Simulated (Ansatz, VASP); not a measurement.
# One calculation of Sn, two programs

Contents of INCAR:

```
PREC     = Accurate       # precision mode
ENCUT    = 520            # plane-wave cutoff, eV
EDIFF    = 1E-6           # SCF threshold, eV
ISMEAR   = 0              # smearing method
SIGMA    = 0.1            # smearing width, eV
LREAL    = F              # projectors in reciprocal space
LASPH    = T              # aspherical terms in the spheres
NELM     = 100            # most SCF steps
ALGO     = Normal         # electronic algorithm
ISIF     = 2              # what is computed and relaxed
LWAVE    = F              # write WAVECAR
LCHARG   = T              # write CHGCAR
GGA      = RP             # functional
LELF     = T              # ELF
LVHAR    = T            
NBANDS   = 13             # bands
```

KPOINTS

```
regular mesh
0
Gamma
  6 6 6
```

POSCAR

```
Sn
1.0
   -1.8473789436      1.8473789436      1.8473789436
    1.8473789436     -1.8473789436      1.8473789436
    1.8473789436      1.8473789436     -1.8473789436
Sn
1
Direct
    0.0000000000      0.0000000000      0.0000000000
```

Input for Ansatz:

```yaml
crystal:
  lattice:
    - [-1.8473789436, 1.8473789436, 1.8473789436]
    - [1.8473789436, -1.8473789436, 1.8473789436]
    - [1.8473789436, 1.8473789436, -1.8473789436]
  atoms:
    - { symbol: Sn, position: [0.0, 0.0, 0.0] }
basis:
  ecutwfc: 560
kpoints:
  mp_grid: { grid: [6, 6, 6] }
hamiltonian:
  xc: rpbe
scf:
  occupations: { method: gaussian, width: 0.1 }
  n_extra_bands: 3
  max_iter: 30
  convergence: { dr2_threshold: "1e-7 eV" }
output:
  forces: true
  stress: true
  eigenvalues: true
accuracy: low
```

Alike in both runs: task single point; functional RPBE; k mesh 6 × 6 × 6; occupations gaussian, width 0.1 eV; no spin polarisation.

|  | VASP | Ansatz |
| --- | --- | --- |
| version | VASP 6.6.1 | Ansatz 0.2.0 |
| potentials or method | VASP PAW PBE potentials, release 64 (Sn_d), cutoff 520 eV | scalar-relativistic, plane waves, PAW |
| valence electrons in the cell | 14 | 14 |

```csv
,VASP,Ansatz,Ansatz less VASP
gap on the k mesh at the Fermi level (eV),none,none,-
pressure (GPa),7.3,7.3,-0.01
```

VASP's potentials were made for PBE, not for RPBE. A gap of «none» marks a metal or a gap that the smearing closes. Ansatz's warnings: stress scf threshold loose.

The k mesh is coarse, so the values compare programs but aren't converged.
